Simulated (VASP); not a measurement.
Input of a VASP 6.6.1 run:

The input INCAR:

```
PREC = Accurate
ENCUT = 520
EDIFF = 1E-6
ISMEAR = -1
SIGMA = 0.05
LREAL = False
LASPH = True
NELM = 150
ALGO = Normal
ISIF = 2
LWAVE = False
LCHARG = False
LMAXMIX = 4
LDAU = True
LDAUTYPE = 2
LDAUL = 2 -1
LDAUU = 8 0
LDAUJ = 0 0
LDAUPRINT = 1
GGA = PS
NBANDS = 29
```

KPOINTS

```
Automatic mesh
0
Gamma
  8 8 8
```

POSCAR

```
TiSi2
1.0
    1.7651050250     -6.7592815350      0.0000000000
    1.7651050250      6.7592815350      0.0000000000
    0.0000000000      0.0000000000      3.5651739700
Ti Si
2 4
Direct
    0.1031180800      0.8968819200      0.2500000000
    0.8968819200      0.1031180800      0.7500000000
    0.7503148200      0.2496851800      0.2500000000
    0.2496851800      0.7503148200      0.7500000000
    0.4417485500      0.5582514500      0.2500000000
    0.5582514500      0.4417485500      0.7500000000
```

Potentials or basis: VASP PAW PBE potentials, release 64 (Ti_sv, Si).

Launch:

```bash
$ cat potpaw_PBE.64/Ti_sv/POTCAR potpaw_PBE.64/Si/POTCAR > POTCAR
$ mpirun -np 1 vasp_std > vasp.out
```

Problem. Predict the band gap on the k mesh.

Solution. Zero (band 20 reaches 11.30 eV, above the bottom of band 21 at 10.60 eV).

Problem. Predict the largest force.

Solution. 0.233 eV/Å.

Problem. What does it give for the pressure?

Solution. 8.3 GPa.

Stress tensor (GPa, compression positive):
```
8.43 0.00 0.00
0.00 8.58 0.00
0.00 0.00 7.83
```

Caveat: the PAW data sets were made with another functional, which shifts forces and pressure a little; U without spin polarisation on a metal has little footing; the U is typed as a test and isn't derived for this compound.
